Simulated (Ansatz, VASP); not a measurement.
## Two plane-wave programs on In2Sb

The input INCAR:

```
PREC = Accurate
ENCUT = 520
EDIFF = 1E-6
ISMEAR = 0
SIGMA = 0.01
LREAL = F
LASPH = T
NELM = 80
ALGO = Fast
ISIF = 2
LWAVE = F
LCHARG = F
GGA = PS
NBANDS = 40
```

Contents of KPOINTS:

```
regular mesh
0
Gamma
  6 6 3
```

POSCAR

```
In2Sb
1.0
    5.3799042018      0.0000000000      0.0000000000
   -2.6899521009      4.6591337087      0.0000000000
    0.0000000000      0.0000000000      6.7225520000
In Sb
4 2
Direct
    0.6666666667      0.3333333333      0.2500000000
    0.3333333333      0.6666666667      0.7500000000
    0.0000000000      0.0000000000      0.5000000000
    0.0000000000      0.0000000000      0.0000000000
    0.6666666667      0.3333333333      0.7500000000
    0.3333333333      0.6666666667      0.2500000000
```

Input for Ansatz:

```yaml
crystal:
  lattice:
    - [5.3799042018, 0.0, 0.0]
    - [-2.6899521009, 4.6591337087, 0.0]
    - [0.0, 0.0, 6.722552]
  atoms:
    - { symbol: In, position: [0.6666666667, 0.3333333333, 0.25] }
    - { symbol: In, position: [0.3333333333, 0.6666666667, 0.75] }
    - { symbol: In, position: [0.0, 0.0, 0.5] }
    - { symbol: In, position: [0.0, 0.0, 0.0] }
    - { symbol: Sb, position: [0.6666666667, 0.3333333333, 0.75] }
    - { symbol: Sb, position: [0.3333333333, 0.6666666667, 0.25] }
basis:
  ecutwfc: 420
kpoints:
  mp_grid: { grid: [6, 6, 3] }
hamiltonian:
  xc: pbesol
scf:
  occupations: { method: gaussian, width: 0.01 }
output:
  forces: true
  stress: true
  eigenvalues: true
```

Alike in both runs: task single point; functional PBEsol; k mesh 6 × 6 × 3; occupations gaussian, width 0.01 eV; no spin polarisation.

```csv
,VASP,Ansatz
version,VASP 6.6.1,Ansatz 0.2.0
potentials or method,"VASP PAW PBE potentials, release 64 (In_d, Sb), cutoff 520 eV","scalar-relativistic, plane waves, PAW"
valence electrons in the cell,62,82
```

Ansatz gave:

| Item | Value |
| --- | --- |
| gap on the k mesh at the Fermi level (eV) | none |
| pressure (GPa) | -2.3 |
| traceless stress, the component that is largest in VASP (GPa) | -3.33 |

Problem. Which values does VASP return?

Solution. gap on the k mesh at the Fermi level (eV): none; pressure (GPa): -2.2; traceless stress, the component that is largest in VASP (GPa): -3.36.

VASP's potentials were made for PBE, not for PBEsol. A gap of «none» marks a metal or a gap that the smearing closes. The functional is the same, so the differences come from potentials, cutoffs and numerics. VASP's potentials hold 62 valence electrons a cell and Ansatz's 82, so a difference there can come from the potentials and not from the codes.

Neither program's run includes spin-orbit coupling.
